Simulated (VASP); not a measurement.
# H7C2F in VASP: notebook, part 2 of 3

VASP 6.6.1. Earlier steps stand in the parts before.

## (3) Single point, PBE+D3(BJ)

INCAR reads:

```
SYSTEM = H7C2F
PREC = Accurate
ENCUT = 520
EDIFF = 1E-6
ISMEAR = -1
SIGMA = 0.02
LREAL = Auto
LASPH = .True.
NELM = 100
ALGO = Normal
ISIF = 2
LWAVE = .False.
LCHARG = .False.
GGA = PE
IVDW = 12
NBANDS = 54
```

KPOINTS reads:

```
regular mesh
0
Gamma
  1 1 1
  0 0 0
```

POSCAR reads:

```
H7C2F
1.0
    7.2304270000      0.0000000000      0.0000000000
    0.0000000000      7.2304270000      0.0000000000
    0.0000000000      0.0000000000      7.2304270000
C H F
6 21 3
Direct
    0.5489025752      1.0170906919      0.6570981216
    0.4556300755      0.9347304108      0.4740660545
    0.1247505853      1.0444334754      0.0307865635
    0.2039436952      0.8528818561      0.0342994957
    0.4371802661      0.3778061794      0.2734969871
    0.5047972962      0.4276510917      0.0814613024
    0.6172387882      0.9022980247      0.7332623647
    0.6527415324      1.1139867673      0.6115683071
    0.4571099328      1.1023000440      0.7282142535
    0.3510442744      1.0148778212      0.3658705081
    0.5565784704      0.8980382486      0.3827851384
    0.3886630762      0.7957897922      0.4950606652
    0.1085827988      1.0999488689     -0.0978503759
   -0.0060439031      1.0694804055      0.1107265173
    0.2363207595      1.1575941504      0.0568016246
    0.2542035208      0.7791241098      0.1624800306
    0.1100488256      0.7623754448     -0.0380613759
    0.3280027583      0.8476124577     -0.0499832168
    0.2956395245      0.4433901345      0.3114615499
    0.3990497380      0.2202221252      0.2401103005
    0.5382116437      0.3865470186      0.3792860366
    0.5432459245      0.3036750112      0.0130282762
    0.3840575391      0.4702211916      0.0097504615
    0.5970048519      0.5434672115      0.0632604409
    0.8853972248      0.4015530480      0.5407426145
    0.8684964249      0.3804754546      0.1007685991
    0.8564639405      0.6327427135      0.6113470200
    0.8167844029      0.4295043709      0.6467667815
    0.8916485845      0.4552289927      0.2111631858
    0.8672516851      0.7397626724      0.5471184482
```

Potentials or basis: VASP PAW PBE potentials, release 64 (C, H, F).

Command:

```bash
cat potpaw_PBE.64/C/POTCAR potpaw_PBE.64/H/POTCAR potpaw_PBE.64/F/POTCAR > POTCAR
mpirun -np 1 vasp_gam > vasp.out
```

OUTCAR:

```text
SYSTEM = H7C2F
   PREC = Accurate
   ENCUT = 520
   EDIFF = 1E-6
   ISMEAR = -1
   LREAL = Auto
   LASPH = .True.
   NELM = 100
   ISIF = 2
   GGA = PE
   IVDW = 12
 IVDW          = 12

 ion  position               nearest neighbor table
   1  0.549  0.017  0.657-   9 1.04   8 1.08   7 1.11   2 1.60
   2  0.456  0.935  0.474-  11 1.02  12 1.13  10 1.23   1 1.60
   3  0.125  0.044  0.031-  13 1.02  14 1.12  15 1.16   4 1.50
   4  0.204  0.853  0.034-  17 1.08  18 1.09  16 1.13   3 1.50
   5  0.437  0.378  0.273-  21 1.06  19 1.16  20 1.20   6 1.52
   6  0.505  0.428  0.081-  22 1.06  23 1.06  24 1.08   5 1.52
   7  0.617  0.902  0.733-   1 1.11
   8  0.653  0.114  0.612-   1 1.08
   9  0.457  0.102  0.728-   1 1.04
  10  0.351  0.015  0.366-   2 1.23
  11  0.557  0.898  0.383-   2 1.02
  12  0.389  0.796  0.495-   2 1.13
[... 16 lines left out ...]
  29  0.892  0.455  0.211-  26 0.98
  30  0.867  0.740  0.547-  27 0.91

  LATTYP: Found a simple cubic cell.
 ALAT       =     7.2304270000

  Lattice vectors:

 A1 = (   7.2304270000,   0.0000000000,   0.0000000000)
 A2 = (   0.0000000000,   7.2304270000,   0.0000000000)
 A3 = (   0.0000000000,   0.0000000000,   7.2304270000)

Analysis of symmetry for initial positions (statically):
=====================================================================
 Subroutine PRICEL returns:
 Original cell was already a primitive cell.

 Routine SETGRP: Setting up the symmetry group for a
 simple cubic supercell.

 Subroutine GETGRP returns: Found  1 space group operations
 (whereof  1 operations were pure point group operations)
 out of a pool of 48 trial point group operations.

The static configuration has the point symmetry C_1 .

Analysis of symmetry for dynamics (positions and initial velocities):
=====================================================================
 Subroutine PRICEL returns:
[... 163 lines left out ...]
  Fermi-wavevector in a.u.,A,eV,Ry     =   0.915009  1.729117 11.391370  0.837242
  Thomas-Fermi vector in A             =   2.039702
   LORBIT       =      0    0 simple, 1 ext, 2 COOP (PROOUT), +10 PAW based schemes
   GGA     = PE    functional components
   LHFCALC =     F    Hartree Fock is set to
   AEXX    =    0.0000 exact exchange contribution
   IVDW    =    12    specifies the selected vdW correction
   LEPSILON=     F    determine dielectric tensor
   LRPA    =     F    only Hartree local field effects (RPA)
 non-spin polarized calculation
  energy-cutoff  :      520.00
  volume of cell :      378.00
 maximum number of plane-waves:      5066
 NGX is ok and might be reduce to    54
   NGX = 27   NGY = 27   NGZ = 27

 number of electron      65.9999990 magnetization

 Free energy of the ion-electron system (eV)
  ---------------------------------------------------
  ext. energy  EPLUGINS =         0.00000000
  ---------------------------------------------------
  free energy    TOTEN  =      -143.05798482 eV

  energy without entropy =     -143.05798482  energy(sigma->0) =     -143.05798482

 E-fermi :  -3.9837     XC(G=0):  -5.8307

 val. band max:       -4.5585204748   @ k =   0.0000   0.0000   0.0000
 cond. band min:       0.4337342096   @ k =   0.0000   0.0000   0.0000
 fundamental gap:      4.9922546844
 Fermi energy:        -3.9836517878

 k-point     1 :       0.0000    0.0000    0.0000
  band No.  band energies     occupation
      1     -29.1858      2.00000
      2     -27.5831      2.00000
      3     -27.0389      2.00000
      4     -16.4586      2.00000
      5     -16.2590      2.00000
      6     -15.6108      2.00000
[... 37 lines left out ...]
     44       4.9560      0.00000
     45       5.3050      0.00000
 [bands above 45 left out]

------------------------ aborting loop because EDIFF is reached ----------------------------------------

 Edisp (eV)   -0.86308

 E8    (eV) :    -0.1858

  FORCE on cell =-STRESS in cart. coord.  units (eV):
  Direction    XX          YY          ZZ          XY          YZ          ZX
  --------------------------------------------------------------------------------------
  -------------------------------------------------------------------------------------
  Total       1.05193     1.29169     3.44402    -0.04571    -1.22782    -4.46006
  in kB       4.45866     5.47492    14.59768    -0.19375    -5.20419   -18.90427
  external pressure =        8.18 kB  Pullay stress =        0.00 kB

 VOLUME and BASIS-vectors are now :
 -----------------------------------------------------------------------------
  energy-cutoff  :      520.00
  volume of cell :      378.00
      direct lattice vectors                 reciprocal lattice vectors
     7.230427000  0.000000000  0.000000000     0.138304418  0.000000000  0.000000000
     0.000000000  7.230427000  0.000000000     0.000000000  0.138304418  0.000000000
     0.000000000  0.000000000  7.230427000     0.000000000  0.000000000  0.138304418

 POSITION                                       TOTAL-FORCE (eV/Angst)
 -----------------------------------------------------------------------------------
      3.96880      0.12357      4.75110         0.051116     -1.360115     -2.785255
      3.29440      6.75850      3.42770        -3.159105      0.298517      0.482560
      0.90200      0.32127      0.22260         1.379626      1.549638      3.037016
      1.47460      6.16670      0.24800         0.749546     -0.988740      0.037881
      3.16100      2.73170      1.97750        -2.724797     -2.262310     -1.304941
      3.64990      3.09210      0.58900        -0.718440      0.974738      0.451136
[... 22 lines left out ...]
      6.44700      3.29150      1.52680        -0.033368     -1.016563     -1.264033
      6.27060      5.34880      3.95590         0.523346      2.967403     -1.530712
 -----------------------------------------------------------------------------------
    total drift:                               -0.002764      0.000809      0.003797

  FREE ENERGIE OF THE ION-ELECTRON SYSTEM (eV)
  ---------------------------------------------------
  free  energy   TOTEN  =      -143.9210638025 eV

  energy  without entropy=     -143.9210638025  energy(sigma->0) =     -143.92106380
```

OSZICAR:

```text
N       E                     dE             d eps       ncg     rms          rms(c)
DAV:   1     0.472660675217E+03    0.47266E+03   -0.31992E+04   108   0.106E+03
DAV:   2    -0.102713539289E+03   -0.57537E+03   -0.55446E+03   146   0.258E+02
DAV:   3    -0.158752773347E+03   -0.56039E+02   -0.55668E+02   136   0.839E+01
DAV:   4    -0.160003509047E+03   -0.12507E+01   -0.12479E+01   136   0.144E+01
DAV:   5    -0.160027412675E+03   -0.23904E-01   -0.23893E-01   144   0.190E+00    0.207E+01
DAV:   6    -0.145643192914E+03    0.14384E+02   -0.25250E+01   130   0.181E+01    0.999E+00
DAV:   7    -0.143583491854E+03    0.20597E+01   -0.50000E+00   136   0.894E+00    0.555E+00
DAV:   8    -0.143091815468E+03    0.49168E+00   -0.58042E-01   144   0.356E+00    0.112E+00
DAV:   9    -0.143056892221E+03    0.34923E-01   -0.11176E-01   136   0.153E+00    0.488E-01
DAV:  10    -0.143059984898E+03   -0.30927E-02   -0.23152E-02   128   0.822E-01    0.206E-01
DAV:  11    -0.143058286289E+03    0.16986E-02   -0.61711E-03   128   0.434E-01    0.926E-02
DAV:  12    -0.143058084851E+03    0.20144E-03   -0.12744E-03   128   0.179E-01    0.454E-02
DAV:  13    -0.143058007849E+03    0.77002E-04   -0.16405E-04   128   0.809E-02    0.191E-02
DAV:  14    -0.143057993664E+03    0.14185E-04   -0.49046E-05   128   0.382E-02    0.105E-02
DAV:  15    -0.143057987021E+03    0.66428E-05   -0.11277E-05   128   0.180E-02    0.453E-03
DAV:  16    -0.143057985236E+03    0.17857E-05   -0.15876E-06    96   0.733E-03    0.160E-03
DAV:  17    -0.143057984824E+03    0.41185E-06   -0.74170E-07    88   0.432E-03
   1 F= -.14392106E+03 E0= -.14392106E+03  d E =-.391239E-12
```

Run time: 61 s. Hardware: 1 thread of Intel Xeon Platinum 8259CL at 2.50GHz (Skylake/Cascade Lake), shared host; peak memory 0.35 GiB.

Results:

* Free energy: -143.9211 eV
* Pressure: 0.8 GPa
* Largest force: 3.774 eV/Å
* Band gap on the k mesh: 4.99 eV
* Dispersion energy per atom: -0.029 eV

Forces in eV/Å, atoms in the order of the input:
```
C    0.051 -1.360 -2.785
C   -3.159  0.299  0.483
C    1.380  1.550  3.037
C    0.750 -0.989  0.038
C   -2.725 -2.262 -1.305
C   -0.718  0.975  0.451
H   -0.480  0.578 -0.041
H    0.781  0.214 -0.172
H   -1.468  0.630  1.544
H    1.532 -0.785  2.736
H    2.685 -0.645 -1.890
H   -0.023  0.817  0.430
H   -1.194  0.097 -3.485
H    0.836 -0.155 -0.103
H   -1.055 -1.190  1.087
H   -0.900  1.003 -0.253
H   -0.554 -0.697 -0.093
H    0.449  0.214 -0.466
H    1.719 -0.375 -0.205
H    0.464  2.233  1.467
H    0.641  0.038  1.020
H    1.060 -0.806 -0.781
H   -1.087  0.400 -1.009
H    0.694  0.254  0.207
H    0.229 -0.428 -0.727
H    0.237  0.957  1.492
H   -0.451 -1.968  1.424
F   -0.182 -0.548  0.694
F   -0.033 -1.017 -1.264
F    0.523  2.967 -1.531
```

Caveat: the k points lie up to 0.87 Å⁻¹ apart.

## (4) Single point, PBE+D3(BJ)

INCAR reads:

```
  PREC = Accurate
  ENCUT = 520
  EDIFF = 1E-6
  ISMEAR = -1
  SIGMA = 0.02
  LREAL = Auto
  LASPH = True
  NELM = 80
  ALGO = Normal
  ISIF = 2
  LWAVE = False
  LCHARG = False
  GGA = PE
  IVDW = 12
  NBANDS = 54
```

KPOINTS reads:

```
regular mesh
0
Gamma
  1 1 1
```

POSCAR reads:

```
H7C2F
1.0
    7.2304270000      0.0000000000      0.0000000000
    0.0000000000      7.2304270000      0.0000000000
    0.0000000000      0.0000000000      7.2304270000
C H F
6 21 3
Direct
    0.5252386892      0.9881435771      0.6538203069
    0.4338886210      0.8338235072      0.5359711121
    0.2013159112      1.0407684083      0.0140655593
    0.2540237250      0.8205877744      0.0176199829
    0.4095608738      0.3500069913      0.3050995467
    0.4490606156      0.3919962127      0.1000909075
    0.6146939870      0.9604965239      0.7822359592
    0.6265328452      1.0428706354      0.5543655997
    0.4534172048      1.1161028249      0.7029322058
    0.2931223841      0.8476677795      0.4934425035
    0.5516824940      0.8030231133      0.4292001012
    0.4361844743      0.7069568644      0.6359237152
    0.1820086144      1.0981370810     -0.1267836602
    0.0665520861      1.0599097398      0.0839092906
    0.2845336797      1.1231840111      0.0961907229
    0.3440875622      0.7924428253      0.1427163292
    0.1427024988      0.7135678156      0.0273981053
    0.2848102885      0.7771325262     -0.1291486658
    0.3112402629      0.4607473390      0.3749432779
    0.3486377775      0.2199040250      0.2838974794
    0.5520420855      0.3026653889      0.3540316499
    0.5590264586      0.2994982177      0.0767174608
    0.3254717875      0.3612649709      0.0278545098
    0.5137179312      0.5267738683      0.0807421194
    0.7977260541      0.3584712217      0.7838817818
    0.9833720747      0.4635134274      0.2249659667
    0.8254837508      0.5910992532      0.5435225333
    0.8794363044      0.3838362520      0.6763086053
    0.8690219817      0.4029637530      0.2092130935
    0.8102840953      0.6873729587      0.4495308507
```

Command:

```bash
cat potpaw_PBE.64/C/POTCAR potpaw_PBE.64/H/POTCAR potpaw_PBE.64/F/POTCAR > POTCAR
mpirun -np 1 vasp_gam > vasp.out
```

Wall time 55 s (1 thread of Intel Xeon Platinum 8259CL at 2.50GHz (Skylake/Cascade Lake), shared host); peak memory 0.35 GiB.

The run converged. Its results:

| Quantity | Value |
| --- | --- |
| Free energy | -143.4186 eV |
| Pressure | -1.3 GPa |
| Largest force | 4.267 eV/Å |
| Band gap on the k mesh | 5.03 eV |
| Dispersion energy per atom | -0.030 eV |

Forces on the atoms (eV/Å):
```
C    1.280  1.812  0.321
C    3.072 -2.046  2.141
C   -2.675 -3.082 -0.815
C   -0.715  0.841 -0.462
C    0.967  1.390 -0.149
C    0.548  1.470  1.611
H   -0.941 -0.817 -1.105
H    0.253  0.464  0.315
H   -0.570 -0.759 -0.540
H   -0.667  0.515 -0.594
H   -2.325  0.060  0.789
H   -0.210  0.902 -1.348
H    0.349 -0.301  0.319
H   -0.148 -0.164 -0.175
H    1.713  0.554  0.649
H    0.006  0.035 -1.573
H   -0.595  1.046  0.704
H    1.358  0.419  1.145
H    1.762 -1.685 -0.380
H   -1.464 -1.383  0.993
H   -1.314  1.357  0.965
H    0.927 -1.322 -1.151
H   -0.521  0.376 -1.337
H   -0.471  0.419 -0.293
H    1.319  0.384 -1.715
H   -0.228  0.018  0.066
H   -0.157  0.773 -0.963
F   -1.394 -0.219  1.758
F    0.299 -0.122 -0.246
F    0.542 -0.935  1.069
```

Stress tensor (GPa, compression positive):
```
-0.12  1.59  0.48
 1.59 -1.33  0.45
 0.48  0.45 -2.34
```

Levels at points of the mesh, in eV from the valence-band top:
```
           k point  band 30  band 31  band 32  band 33  band 34  band 35  band 36  band 37
(0.00, 0.00, 0.00)    -0.89    -0.58    -0.13     0.00     5.03     6.40     7.05     7.45
```

Caveat: the k points lie up to 0.87 Å⁻¹ apart.

(Continued in part 3 of 3.)
